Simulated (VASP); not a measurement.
## AlNi3: single point with PBE

AlNi3:

```xyz
4
Lattice="0.0000 2.8019 2.8019 2.8019 0.0000 2.8019 2.8019 2.8019 0.0000" Properties=species:S:1:pos:R:3 pbc="T T T"
Al    2.8019    2.8019    2.8019
Ni    1.4009    1.4009    1.4009
Ni    0.0000    0.0000    0.0000
Ni    4.2028    4.2028    4.2028
```

| Property | Result |
| --- | --- |
| Program | VASP 6.6.1 |
| Task | single point |
| Functional | PBE |
| Potentials or basis | VASP PAW PBE potentials, release 64 (Al, Ni_sv_GW) |
| Cutoff | 690 eV |
| k mesh | 1 × 1 × 1 |
| Occupations | gaussian, width 0.1 eV |
| Spin | no spin polarisation |
| Dipole correction | no |
| Further INCAR settings | ALGO = Normal; EDIFF = 1e-06; NBANDS = 36 |

The pressure is 10.5 GPa and the band gap on the k mesh is zero (an odd number of electrons rules out a gap without spin polarisation).

Levels at points of the mesh, in eV from the Fermi level:
```tsv
k point	band 26	band 27	band 28	band 29	band 30	band 31
(0.00, 0.00, 0.00)	-5.36	-4.96	-4.96	0.07	0.07	0.07
```

It took 10 s on 1 thread of AMD EPYC 9R45 96-Core Processor (Zen 5) (shared host), peak memory 0.17 GiB.

Caveat: the k points lie up to 1.94 Å⁻¹ apart, too coarse for converged energies and pressures of a metal. Spin polarisation is off, so any magnetic state and its effect on volume and gap are missing.
